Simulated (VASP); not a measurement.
Here is a VASP 6.6.1 calculation.

File INCAR:

```
PREC = Accurate
ENCUT = 520
EDIFF = 1E-6
ISMEAR = 0
SIGMA = 0.02
LREAL = False
LASPH = True
NELM = 80
ALGO = Normal
ISIF = 2
LWAVE = False
LCHARG = False
GGA = PE
NBANDS = 49
```

Contents of KPOINTS:

```
regular mesh
0
Gamma
  12 12 2
```

POSCAR

```
WS2
1.0
    3.2833798144      0.0000000000      0.0000000000
   -1.6416899072      2.8434903295      0.0000000000
    0.0000000000      0.0000000000     23.0960376716
W S
3 6
Direct
    0.6666666667      0.3333333333      0.3326556422
    0.3333333333      0.6666666667      0.6659889755
    0.0000000000      0.0000000000      0.9993223088
    0.3333333333      0.6666666667      0.2660207094
    0.6666666667      0.3333333333      0.0659569818
    0.0000000000      0.0000000000      0.5993540427
    0.3333333333      0.6666666667      0.3992903151
    0.6666666667      0.3333333333      0.9326873760
    0.0000000000      0.0000000000      0.7326236484
```

Potentials or basis: VASP PAW PBE potentials, release 64 (W_sv, S).

The run is started by

```console
$ cat potpaw_PBE.64/W_sv/POTCAR potpaw_PBE.64/S/POTCAR > POTCAR
$ mpirun -np 1 vasp_std > vasp.out
```

Question: Predict the band gap on the k mesh.

Answer: 0.99 eV.

Question: Predict the pressure.

Answer: -4.1 GPa.

Stress tensor (GPa, compression positive):
```
-6.16  0.00  0.00
 0.00 -6.16  0.00
 0.00  0.00 -0.10
```

Caveat: the cell differs from its parent crystal (equal strain along all axes, cell held: +3.0 %, then relaxed in part); the cell stands under tension; spin-orbit coupling is left out, which moves the levels of the heavy elements; this functional lacks dispersion, which binds the layers, so the pressure and a relaxed spacing across them are unreliable. A k mesh can miss the band edges.
